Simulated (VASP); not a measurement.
# H9ClO4 in VASP: single point with PBE

Aim: the single point of H9ClO4 with PBE.

Program: VASP 6.6.1. These are calculated values, not measurements. Logs are shortened: lines on timing, memory, paths and dates and some standing lists are left out, and cuts for length are marked.

### 1 The cell of the first run

The cell holds a disordered packing, 14 atoms: a = 5.730 Å, b = 5.730 Å, c = 5.730 Å, α = 90.00°, β = 90.00°, γ = 90.00°.

### 2 Single point, PBE

File INCAR:

```
  PREC = Accurate
  ENCUT = 1000
  EDIFF = 1E-6
  ISMEAR = -1
  SIGMA = 0.05
  LREAL = F
  LASPH = T
  NELM = 120
  ALGO = Normal
  ISIF = 2
  LWAVE = F
  LCHARG = F
  GGA = PE
  NBANDS = 33
  GGA_COMPAT = F
```

File KPOINTS:

```
Automatic mesh
0
Gamma
  1 1 1
```

File POSCAR:

```
H9ClO4
1.0
    5.7296700000      0.0000000000      0.0000000000
    0.0000000000      5.7296700000      0.0000000000
    0.0000000000      0.0000000000      5.7296700000
O H Cl
4 9 1
Direct
    0.7152554781      0.2502943139      0.6993740329
    0.1189892648      0.9955010359      0.0870823534
    0.3068660065      0.3996242992      0.4293872229
    0.4217405206      0.7605260935      0.7847522289
    0.8601766172      0.2149328185      0.7807828890
    0.6229648362      0.1079389209      0.7086148068
    0.2349880804      0.9134391882     -0.0126837641
    0.2062096534      1.0794143544      0.2079630275
    0.2017562560      0.4737539861      0.3157419141
    0.4656885269      0.4331632937      0.3758941755
    0.5508246294      0.6739604354      0.8551717773
    0.3601071054      0.6493122138      0.6688117333
    0.9501373474      0.7979495711      0.1571923870
    0.8327773778      0.5889158753      0.1614510156
```

Potentials or basis: VASP PAW PBE potentials, release 64 (O_h, H_h, Cl).

Launch:

```console
$ cat potpaw_PBE.64/O_h/POTCAR potpaw_PBE.64/H_h/POTCAR potpaw_PBE.64/Cl/POTCAR > POTCAR
$ mpirun -np 1 vasp_gam > vasp.out
```

OUTCAR:

```text
PREC = Accurate
   ENCUT = 1000
   EDIFF = 1E-6
   ISMEAR = -1
   LREAL = F
   LASPH = T
   NELM = 120
   ISIF = 2
   GGA = PE

 ion  position               nearest neighbor table
   1  0.715  0.250  0.699-   6 0.97   5 0.97
   2  0.119  0.996  0.087-   8 0.98   7 0.99
   3  0.307  0.400  0.429-  10 0.98   9 0.98
   4  0.422  0.761  0.785-  11 0.98  12 0.99
   5  0.860  0.215  0.781-   1 0.97
   6  0.623  0.108  0.709-   1 0.97
   7  0.235  0.913  0.987-   2 0.99
   8  0.206  0.079  0.208-   2 0.98
   9  0.202  0.474  0.316-   3 0.98
  10  0.466  0.433  0.376-   3 0.98
  11  0.551  0.674  0.855-   4 0.98
  12  0.360  0.649  0.669-   4 0.99
  13  0.950  0.798  0.157-  14 1.37
  14  0.833  0.589  0.161-  13 1.37

  LATTYP: Found a simple cubic cell.
 ALAT       =     5.7296700000

  Lattice vectors:

 A1 = (   5.7296700000,   0.0000000000,   0.0000000000)
 A2 = (   0.0000000000,   5.7296700000,   0.0000000000)
 A3 = (   0.0000000000,   0.0000000000,   5.7296700000)

Analysis of symmetry for initial positions (statically):
=====================================================================
 Subroutine PRICEL returns:
 Original cell was already a primitive cell.

 Routine SETGRP: Setting up the symmetry group for a
 simple cubic supercell.

 Subroutine GETGRP returns: Found  1 space group operations
 (whereof  1 operations were pure point group operations)
 out of a pool of 48 trial point group operations.

The static configuration has the point symmetry C_1 .

Analysis of symmetry for dynamics (positions and initial velocities):
=====================================================================
 Subroutine PRICEL returns:
 Original cell was already a primitive cell.

 Routine SETGRP: Setting up the symmetry group for a
 simple cubic supercell.

 Subroutine GETGRP returns: Found  1 space group operations
 (whereof  1 operations were pure point group operations)
 out of a pool of 48 trial point group operations.

The dynamic configuration has the point symmetry C_1 .

 Subroutine INISYM returns: Found  1 space group operations
 (whereof  1 operations are pure point group operations),
 and found     1 'primitive' translations

----------------------------------------------------------------------------------------

                                     Primitive cell

  volume of cell :     188.1000

  direct lattice vectors                    reciprocal lattice vectors
     5.729670000  0.000000000  0.000000000     0.174530121  0.000000000  0.000000000
     0.000000000  5.729670000  0.000000000     0.000000000  0.174530121  0.000000000
     0.000000000  0.000000000  5.729670000     0.000000000  0.000000000  0.174530121

  length of vectors
     5.729670000  5.729670000  5.729670000     0.174530121  0.174530121  0.174530121

  position of ions in fractional coordinates (direct lattice)
     0.715255478  0.250294314  0.699374033
     0.118989265  0.995501036  0.087082353
     0.306866007  0.399624299  0.429387223
     0.421740521  0.760526093  0.784752229
     0.860176617  0.214932819  0.780782889
     0.622964836  0.107938921  0.708614807
     0.234988080  0.913439188  0.987316236
     0.206209653  0.079414354  0.207963027
     0.201756256  0.473753986  0.315741914
     0.465688527  0.433163294  0.375894176
     0.550824629  0.673960435  0.855171777
     0.360107105  0.649312214  0.668811733
     0.950137347  0.797949571  0.157192387
     0.832777378  0.588915875  0.161451016

  ion indices of the primitive-cell ions
   primitive index   ion index
                 1           1
                 2           2
                 3           3
                 4           4
                 5           5
                 6           6
                 7           7
                 8           8
                 9           9
                10          10
                11          11
                12          12
                13          13
                14          14

----------------------------------------------------------------------------------------

 KPOINTS: Automatic mesh

Automatic generation of k-mesh.
 Grid dimensions read from file:
 generate k-points for:    1    1    1

 Generating k-lattice:

  Cartesian coordinates                     Fractional coordinates (reciprocal lattice)
     0.174530121  0.000000000  0.000000000     1.000000000  0.000000000  0.000000000
     0.000000000  0.174530121  0.000000000     0.000000000  1.000000000  0.000000000
     0.000000000  0.000000000  0.174530121     0.000000000  0.000000000  1.000000000

  Length of vectors
     0.174530121  0.174530121  0.174530121

  Shift w.r.t. Gamma in fractional coordinates (k-lattice)
     0.000000000  0.000000000  0.000000000

 Subroutine IBZKPT returns following result:
 ===========================================

 Found      1 irreducible k-points:

 Following reciprocal coordinates:
            Coordinates               Weight
  0.000000  0.000000  0.000000      1.000000
   k-points           NKPTS =      1   k-points in BZ     NKDIM =      1   number of bands    NBANDS=     33
   number of dos      NEDOS =    301   number of ions     NIONS =     14
   total plane-waves  NPLWV = 216000
   dimension x,y,z NGX =    60 NGY =   60 NGZ =   60
   dimension x,y,z NGXF=   120 NGYF=  120 NGZF=  120
   ions per type =               4   9   1
   NGX,Y,Z   is equivalent  to a cutoff of  17.41, 17.41, 17.41 a.u.
   NGXF,Y,Z  is equivalent  to a cutoff of  34.82, 34.82, 34.82 a.u.
 SYSTEM =  unknown system
   PREC   = accura    normal or accurate (medium, high low for compatibility)
   ISTART =      0    job   : 0-new  1-cont  2-samecut
   ICHARG =      2    charge: 1-file 2-atom 10-const
   ISPIN  =      1    spin polarized calculation?
   LNONCOLLINEAR =      F non collinear calculations
   LSORBIT =      F    spin-orbit coupling
   LASPH  =      T    aspherical Exc in radial PAW
   ENCUT  = 1000.0 eV  73.50 Ry    8.57 a.u.  14.77 14.77 14.77*2*pi/ulx,y,z
   NELM   =    120;   NELMIN=  2; NELMDL= -5     # of ELM steps
   EDIFF  = 0.1E-05   stopping-criterion for ELM
   LREAL  =      F    real-space projection
   EDIFFG = 0.1E-04   stopping-criterion for IOM
   NSW    =      0    number of steps for IOM
   IBRION =     -1    ionic relax: 0-MD 1-quasi-New 2-CG
   NFREE  =      0    steps in history (QN), initial steepest desc. (CG)
   ISIF   =      2    stress and relaxation
   ISYM   =      2    0-nonsym 1-usesym 2-fastsym
   POTIM  = 0.5000    time-step for ionic-motion
   TEBEG  =    0.0;   TEEND  =   0.0 temperature during run
   PSTRESS=    0.0 pullay stress
   NELECT =      40.0000    total number of electrons
   NUPDOWN=      -1.0000    fix difference up-down
   EMIN   =  10.00;   EMAX   =-10.00  energy-range for DOS
   EFERMI =   0.00;   METHOD = LEGACY
   ISMEAR =    -1;   SIGMA  =   0.05  broadening in eV -4-tet -1-fermi 0-gaus
   EFERMI_NEDOS =   21; number of points for ismear=-14 and -15
   IALGO  =     38    algorithm
   IMIX   =      4    mixing-type and parameters
     AMIX     =   0.40;   BMIX     =  1.00
     AMIX_MAG =   1.60;   BMIX_MAG =  1.00
  volume/ion in A,a.u.               =      13.44        90.67
  Fermi-wavevector in a.u.,A,eV,Ry     =   0.977159  1.846563 12.991382  0.954840
  Thomas-Fermi vector in A             =   2.107834
   LORBIT       =      0    0 simple, 1 ext, 2 COOP (PROOUT), +10 PAW based schemes
   GGA     = PE    functional components
   LHFCALC =     F    Hartree Fock is set to
   AEXX    =    0.0000 exact exchange contribution
   IVDW    =     0    specifies the selected vdW correction
   LEPSILON=     F    determine dielectric tensor
   LRPA    =     F    only Hartree local field effects (RPA)
 non-spin polarized calculation
  energy-cutoff  :     1000.00
  volume of cell :      188.10
 maximum number of plane-waves:      6759
 NGX is ok and might be reduce to    60
   NGX = 29   NGY = 29   NGZ = 29

 number of electron      39.9999999 magnetization

 Free energy of the ion-electron system (eV)
  ---------------------------------------------------
  ext. energy  EPLUGINS =         0.00000000
  ---------------------------------------------------
  free energy    TOTEN  =       -64.83691694 eV

  energy without entropy =      -64.83691694  energy(sigma->0) =      -64.83691694

 E-fermi :  -2.3060     XC(G=0):  -6.2635

 val. band max:       -3.5361646829   @ k =   0.0000   0.0000   0.0000
 cond. band min:       1.0213444273   @ k =   0.0000   0.0000   0.0000
 fundamental gap:      4.5575091101
 Fermi energy:        -2.3059999256

 k-point     1 :       0.0000    0.0000    0.0000
  band No.  band energies     occupation
      1     -22.6839      2.00000
      2     -22.3168      2.00000
      3     -22.0705      2.00000
      4     -21.5232      2.00000
      5     -17.2802      2.00000
      6     -10.5255      2.00000
      7     -10.1767      2.00000
      8      -9.8578      2.00000
      9      -9.3657      2.00000
     10      -8.7351      2.00000
     11      -6.9722      2.00000
     12      -6.4838      2.00000
     13      -6.2331      2.00000
     14      -5.6195      2.00000
     15      -4.7189      2.00000
     16      -4.6728      2.00000
     17      -4.6467      2.00000
     18      -4.4612      2.00000
     19      -4.3516      2.00000
     20      -3.5362      2.00000
     21       1.0213      0.00000
     22       3.9985      0.00000
     23       4.4315      0.00000
     24       5.4479      0.00000
     25       5.6927      0.00000
     26       5.8391      0.00000
     27       6.1858      0.00000
     28       6.6086      0.00000
     29       6.7065      0.00000
     30       7.1132      0.00000
     31       7.6494      0.00000
     32       7.7920      0.00000
 [bands above 32 left out]

------------------------ aborting loop because EDIFF is reached ----------------------------------------

  FORCE on cell =-STRESS in cart. coord.  units (eV):
  Direction    XX          YY          ZZ          XY          YZ          ZX
  --------------------------------------------------------------------------------------
  -------------------------------------------------------------------------------------
  Total       -0.6867486     -0.7966956      0.0064424     -0.1252238     -0.4087391     -0.0225749
  in kB       -5.8495110     -6.7860052      0.0548740     -1.0666176     -3.4815123     -0.1922859
  external PRESSURE =      -4.1935474 kB  Pullay stress =       0.0000000 kB

 VOLUME and BASIS-vectors are now :
 -----------------------------------------------------------------------------
  energy-cutoff  :     1000.00
  volume of cell :      188.10
      direct lattice vectors                 reciprocal lattice vectors
     5.729670000  0.000000000  0.000000000     0.174530121  0.000000000  0.000000000
     0.000000000  5.729670000  0.000000000     0.000000000  0.174530121  0.000000000
     0.000000000  0.000000000  5.729670000     0.000000000  0.000000000  0.174530121

 POSITION                                       TOTAL-FORCE (eV/Angst)
 -----------------------------------------------------------------------------------
      4.09818      1.43410      4.00718         0.044194      0.017007      0.005203
      0.68177      5.70389      0.49895         0.023272     -0.036156      0.103509
      1.75824      2.28972      2.46025         0.001558      0.164806     -0.251470
      2.41643      4.35756      4.49637         0.007450     -0.007978     -0.008585
      4.92853      1.23149      4.47363        -0.145247     -0.029177     -0.011482
      3.56938      0.61845      4.06013         0.027035     -0.077192      0.017988
      1.34640      5.23371      5.65700         0.047080     -0.042626     -0.096628
      1.18151      0.45502      1.19156        -0.130326     -0.002912     -0.027448
      1.15600      2.71445      1.80910         0.052611     -0.095696      0.166339
      2.66824      2.48188      2.15375        -0.082269     -0.091546      0.062591
      3.15604      3.86157      4.89985         0.026033      0.004952      0.071570
      2.06329      3.72034      3.83207        -0.041796      0.025162      0.091394
      5.44397      4.57199      0.90066         0.227660      0.129521     -0.164225
      4.77154      3.37429      0.92506        -0.057255      0.041834      0.041244
 -----------------------------------------------------------------------------------
    total drift:                               -0.001611      0.000680      0.000105

  FREE ENERGIE OF THE ION-ELECTRON SYSTEM (eV)
  ---------------------------------------------------
  free  energy   TOTEN  =       -64.8369169413 eV

  energy  without entropy=      -64.8369169413  energy(sigma->0) =      -64.83691694
```

Wall time 35 s (1 thread of Intel Xeon Platinum 8488C (Sapphire Rapids), shared host); peak memory 0.46 GiB.

What came out:

```yaml
Free_energy: -64.8369 eV
Pressure: -0.4 GPa
Largest_force: 0.309 eV/Å
```

Forces on the atoms (eV/Å):
```
O    0.044  0.017  0.005
O    0.023 -0.036  0.104
O    0.002  0.165 -0.251
O    0.007 -0.008 -0.009
H   -0.145 -0.029 -0.011
H    0.027 -0.077  0.018
H    0.047 -0.043 -0.097
H   -0.130 -0.003 -0.027
H    0.053 -0.096  0.166
H   -0.082 -0.092  0.063
H    0.026  0.005  0.072
H   -0.042  0.025  0.091
H    0.228  0.130 -0.164
Cl  -0.057  0.042  0.041
```

Stress tensor (GPa, compression positive):
```
-0.58 -0.11 -0.02
-0.11 -0.68 -0.35
-0.02 -0.35  0.01
```

Levels at points of the mesh, in eV from the Fermi level:
```
           k point  band 18  band 19  band 20  band 21  band 22  band 23
(0.00, 0.00, 0.00)    -2.16    -2.05    -1.23     3.33     6.30     6.74
```

Caveat: the k points lie up to 1.10 Å⁻¹ apart, too coarse for converged energies, forces and pressures.
